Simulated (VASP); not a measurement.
# BeTe (I-4m2) in VASP: notebook, part 2 of 2

VASP 6.6.1.

## (4) Single point, LDA (in-plane strain -0.005, then relaxed in part)

The input, INCAR:

```
SYSTEM = BeTe
PREC = Accurate ; ENCUT = 520
EDIFF = 1E-7 ; ISMEAR = 0
SIGMA = 0.01 ; LREAL = .False.
LASPH = .True. ; NELM = 60
ALGO = Normal ; ISIF = 2
LWAVE = .False. ; LCHARG = .False.
GGA = CA ; NBANDS = 11
```

The input, KPOINTS:

```
Automatic mesh
0
Gamma
  8 8 8
  0 0 0
```

The input, POSCAR:

```
BeTe
1.0
    2.7633388392      2.7633388392      0.0000000000
   -2.7633388392      2.7633388392      0.0000000000
    0.0000000000      2.7633388392      2.7892457329
Be Te
1 1
Direct
    0.0000000000      0.0000000000      0.0000000000
    0.7500000000      0.2500000000      0.5000000000
```

Potentials or basis: VASP PAW LDA potentials, release 64 (Be, Te).

On the command line:

```console
$ cat potpaw_LDA.64/Be/POTCAR potpaw_LDA.64/Te/POTCAR > POTCAR
$ mpirun -np 1 vasp_std > vasp.out
```

OUTCAR:

```text
SYSTEM = BeTe
   PREC = Accurate
   ENCUT = 520
   EDIFF = 1E-7
   ISMEAR = 0
   LREAL = .False.
   LASPH = .True.
   NELM = 60
   ISIF = 2
   GGA = CA

 ion  position               nearest neighbor table
   1  0.000  0.000  0.000-   2 2.40   2 2.40   2 2.40   2 2.40
   2  0.750  0.250  0.500-   1 2.40   1 2.40   1 2.40   1 2.40

  LATTYP: Found a body centered tetragonal cell.
 ALAT       =     3.9079512638
 C/A-ratio  =     1.4274721175

  Lattice vectors:

 A1 = (   2.7633388392,   0.0000000000,  -2.7892457329)
[... 515 lines left out ...]
      7      10.3997      0.00000
      8      12.3334      0.00000
      9      13.8143      0.00000
     10      15.2525      0.00000
     11      16.6623      0.00000

 [... further k-points ...]
[... 5 lines left out ...]
  --------------------------------------------------------------------------------------
  -------------------------------------------------------------------------------------
  Total        0.2260418      0.2260418      0.0670318      0.0000000      0.0000000     -0.0000000
  in kB        8.5018668      8.5018668      2.5211939      0.0000000      0.0000000     -0.0000000
  external PRESSURE =       6.5083092 kB  Pullay stress =       0.0000000 kB

 VOLUME and BASIS-vectors are now :
 -----------------------------------------------------------------------------
  energy-cutoff  :      520.00
  volume of cell :       42.60
      direct lattice vectors                 reciprocal lattice vectors
     2.763338839  2.763338839  0.000000000     0.180940532  0.180940532 -0.179259932
    -2.763338839  2.763338839  0.000000000    -0.180940532  0.180940532 -0.179259932
     0.000000000  2.763338839  2.789245733     0.000000000  0.000000000  0.358519864

 POSITION                                       TOTAL-FORCE (eV/Angst)
 -----------------------------------------------------------------------------------
      0.00000      0.00000      0.00000         0.000000     -0.000000      0.000000
      1.38167      4.14501      1.39462        -0.000000      0.000000      0.000000
 -----------------------------------------------------------------------------------
    total drift:                               -0.000000      0.000000      0.000000

  FREE ENERGIE OF THE ION-ELECTRON SYSTEM (eV)
  ---------------------------------------------------
  free  energy   TOTEN  =        -8.7252876684 eV

  energy  without entropy=       -8.7252876684  energy(sigma->0) =       -8.72528767
```

stdout:

```text
POSCAR found type information on POSCAR BeTe
 POSCAR found :  2 types and       2 ions
 scaLAPACK will be used
 LDA part: xc-table for (Slater(with rela. corr.)+CA(PZ))
 , standard interpolation
 POSCAR, INCAR and KPOINTS ok, starting setup
 FFT: planning ... GRIDC
 FFT: planning ... GRID_SOFT
 FFT: planning ... GRID
 WAVECAR not read
 entering main loop
```

It took 63 s on 1 thread of AMD EPYC 7R13, shared host; peak memory 0.14 GiB.

What came out:

```yaml
Free_energy: -8.7253 eV
Pressure: 0.7 GPa
Band_gap_on_the_k_mesh: 1.72 eV, indirect (least direct gap 3.52 eV)
```

Stress tensor (GPa, compression positive):
```
0.85 0.00 0.00
0.00 0.85 0.00
0.00 0.00 0.25
```

Caveat: the cell differs from its parent crystal (in-plane strain -0.005, then relaxed in part); spin-orbit coupling is left out, which moves the levels of the heavy elements. A k mesh can miss the band edges.

## (5) Single point, LDA (in-plane strain -0.005)

The input, INCAR:

```
SYSTEM = BeTe
PREC = Accurate ; ENCUT = 520
EDIFF = 1E-6 ; ISMEAR = 0
SIGMA = 0.01 ; LREAL = .FALSE.
LASPH = .TRUE. ; NELM = 100
ALGO = Normal ; ISIF = 2
LWAVE = .FALSE. ; LCHARG = .TRUE.
GGA = CA ; LELF = .TRUE.
LVHAR = .TRUE. ; NBANDS = 11
```

The input, KPOINTS:

```
Automatic mesh
0
G
  8 8 8
  0 0 0
```

Edit POSCAR of step 4 so:

```diff
@@ -4,3 +4,3 @@
    -2.7633388392      2.7633388392      0.0000000000
-    0.0000000000      2.7633388392      2.7892457329
+    0.0000000000      2.7633388392      2.7855566389
 Be Te
```

Potentials or basis: VASP PAW LDA potentials, release 64 (Be, Te).

On the command line:

```console
$ cat potpaw_LDA.64/Be/POTCAR potpaw_LDA.64/Te/POTCAR > POTCAR
$ mpirun -np 1 vasp_std > vasp.out
```

OUTCAR:

```text
SYSTEM = BeTe
   PREC = Accurate
   ENCUT = 520
   EDIFF = 1E-6
   ISMEAR = 0
   LREAL = .FALSE.
   LASPH = .TRUE.
   NELM = 100
   ISIF = 2
   GGA = CA

 ion  position               nearest neighbor table
   1  0.000  0.000  0.000-   2 2.40   2 2.40   2 2.40   2 2.40
   2  0.750  0.250  0.500-   1 2.40   1 2.40   1 2.40   1 2.40

  LATTYP: Found a body centered tetragonal cell.
 ALAT       =     3.9079512638
 C/A-ratio  =     1.4255841237

  Lattice vectors:

 A1 = (   2.7633388392,   0.0000000000,  -2.7855566389)
 A2 = (  -2.7633388392,   0.0000000000,  -2.7855566389)
 A3 = (   0.0000000000,   2.7633388392,   2.7855566389)

Analysis of symmetry for initial positions (statically):
=====================================================================
 Subroutine PRICEL returns:
 Original cell was already a primitive cell.

 Routine SETGRP: Setting up the symmetry group for a
 body centered tetragonal supercell.

 Subroutine GETGRP returns: Found  8 space group operations
 (whereof  8 operations were pure point group operations)
 out of a pool of 16 trial point group operations.

The static configuration has the point symmetry D_2d.
[... 165 lines left out ...]
 cond. band min:       7.2353358057   @ k =   0.5000   0.5000   0.0000
 fundamental gap:      1.7181074937
 Fermi energy:         5.6143255935

 k-point     1 :       0.0000    0.0000    0.0000
  band No.  band energies     occupation
      1      -7.1445      2.00000
      2       5.4714      2.00000
      3       5.5172      2.00000
      4       5.5172      2.00000
      5       9.0395      0.00000
      6       9.0395      0.00000
      7       9.0565      0.00000
      8       9.5864      0.00000
      9      13.7559      0.00000
     10      15.7571      0.00000
     11      15.9216      0.00000
[... 309 lines left out ...]
 k-point    24 :       0.3750    0.0000    0.1250
  band No.  band energies     occupation
      1      -6.2415      2.00000
      2       1.4186      2.00000
      3       3.4556      2.00000
      4       4.7721      2.00000
      5       9.4529      0.00000
      6      10.0946      0.00000
      7      10.4197      0.00000
      8      12.3550      0.00000
      9      13.8271      0.00000
     10      15.2760      0.00000
     11      16.6772      0.00000

 [... further k-points ...]
[... 5 lines left out ...]
  --------------------------------------------------------------------------------------
  -------------------------------------------------------------------------------------
  Total        0.2432063      0.2432063      0.1071367      0.0000000      0.0000000      0.0000000
  in kB        9.1595703      9.1595703      4.0349549      0.0000000      0.0000000      0.0000000
  external PRESSURE =       7.4513652 kB  Pullay stress =       0.0000000 kB

 VOLUME and BASIS-vectors are now :
 -----------------------------------------------------------------------------
  energy-cutoff  :      520.00
  volume of cell :       42.54
      direct lattice vectors                 reciprocal lattice vectors
     2.763338839  2.763338839  0.000000000     0.180940532  0.180940532 -0.179497337
    -2.763338839  2.763338839  0.000000000    -0.180940532  0.180940532 -0.179497337
     0.000000000  2.763338839  2.785556639     0.000000000  0.000000000  0.358994675

 POSITION                                       TOTAL-FORCE (eV/Angst)
 -----------------------------------------------------------------------------------
      0.00000      0.00000      0.00000         0.000000      0.000000      0.000000
      1.38167      4.14501      1.39278        -0.000000     -0.000000      0.000000
 -----------------------------------------------------------------------------------
    total drift:                               -0.000000      0.000000      0.000000

  FREE ENERGIE OF THE ION-ELECTRON SYSTEM (eV)
  ---------------------------------------------------
  free  energy   TOTEN  =        -8.7251717497 eV

  energy  without entropy=       -8.7251717497  energy(sigma->0) =       -8.72517175
```

OSZICAR:

```text
N       E                     dE             d eps       ncg     rms          rms(c)
DAV:   1     0.185136862335E+02    0.18514E+02   -0.33294E+03  1298   0.596E+02
DAV:   2    -0.777361758171E+01   -0.26287E+02   -0.25055E+02  1626   0.906E+01
DAV:   3    -0.893600061014E+01   -0.11624E+01   -0.11595E+01  1674   0.197E+01
DAV:   4    -0.894912465371E+01   -0.13124E-01   -0.13123E-01  1515   0.241E+00
DAV:   5    -0.894938739520E+01   -0.26274E-03   -0.26274E-03  1637   0.330E-01    0.454E+00
DAV:   6    -0.878088930034E+01    0.16850E+00   -0.18694E-01  1484   0.158E+00    0.264E+00
DAV:   7    -0.872592788398E+01    0.54961E-01   -0.14033E-01  1520   0.154E+00    0.483E-01
DAV:   8    -0.872510904935E+01    0.81883E-03   -0.67153E-03  1435   0.448E-01    0.119E-01
DAV:   9    -0.872516529064E+01   -0.56241E-04   -0.21432E-04  1619   0.934E-02    0.496E-02
DAV:  10    -0.872517208409E+01   -0.67935E-05   -0.23954E-05  1415   0.235E-02    0.181E-02
DAV:  11    -0.872517174972E+01    0.33437E-06   -0.11154E-06  1184   0.603E-03
   1 F= -.87251717E+01 E0= -.87251717E+01  d E =-.250269E-45
```

Run time: 60 s. Hardware: 1 thread of AMD EPYC 7R13, shared host; peak memory 0.14 GiB.

What came out:

```yaml
Free_energy: -8.7252 eV
Pressure: 0.7 GPa
Band_gap_on_the_k_mesh: 1.72 eV, indirect (least direct gap 3.52 eV)
```

Caveat: the cell differs from its parent crystal (in-plane strain -0.005); spin-orbit coupling is left out, which moves the levels of the heavy elements. A k mesh can miss the band edges.

## (6) Summary

| cell | gap on the mesh (eV) | pressure (GPa) |
| --- | --- | --- |
| a = 3.888, b = 3.888, c = 3.920 Å, angles 60.3, 60.3, 90.0°, 2 atoms | 1.67 | 1.2 |
| a = 3.888, b = 3.888, c = 3.924 Å, angles 60.3, 60.3, 90.0°, 2 atoms | 1.66 | 1.1 |
| a = 3.908, b = 3.908, c = 3.926 Å, angles 60.2, 60.2, 90.0°, 2 atoms | 1.72 | 0.7 |
| a = 3.908, b = 3.908, c = 3.924 Å, angles 60.1, 60.1, 90.0°, 2 atoms | 1.72 | 0.7 |

Alike in all rows: task single point; level LDA; potentials or basis VASP PAW LDA potentials, release 64 (Be, Te); no spin polarisation; k mesh 8 × 8 × 8; cutoff (eV) 520; smearing gaussian 0.01 eV.

Caveats: spin-orbit coupling is left out, which moves the levels of the heavy elements.

Absolute energies hang on the potentials; compare differences alone.
